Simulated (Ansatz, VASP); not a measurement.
Two plane-wave programs on Ag

```
Ag
1.0
     2.93000    0.00000    0.00000
    -1.46500    2.57551    0.00000
     0.00000    0.00000    4.79000
Ag
2
Direct
  0.33333 0.66667 0.25000
  0.66667 0.33333 0.75000
```

Change from the starting cell: strain +0.0150 x Voigt [0, 1, 0, 0, 0, 0], atoms carried along.

Alike in both runs: task single point; functional r2SCAN; k mesh 18 × 18 × 10; occupations gaussian, width 0.15 eV; no spin polarisation.

```csv
,VASP,Ansatz
version,VASP 6.6.1,Ansatz 0.2.0
potentials or method,"VASP PAW PBE potentials, release 64 (Ag), cutoff 520 eV","scalar-relativistic, plane waves, PAW"
valence electrons in the cell,22,38
```

|  | VASP | Ansatz | Ansatz less VASP |
| --- | --- | --- | --- |
| gap on the k mesh at the Fermi level (eV) | none | none | - |
| pressure (GPa) | -3.7 | -3.8 | -0.07 |
| traceless stress, the component that is largest in VASP (GPa) | -0.65 | -0.64 | +0.008 |
| rms of the force components (eV/Å) | 0.008 | 0.008 | +0.0001 |

VASP's potentials were made for PBE, not for r2SCAN. Atom by atom the forces differ by 0.000 eV/Å (rms over components). A gap of «none» marks a metal or a gap that the smearing closes. The functional is the same, so the differences come from potentials, cutoffs and numerics. VASP's potentials hold 22 valence electrons a cell and Ansatz's 38, so a difference there can come from the potentials and not from the codes.
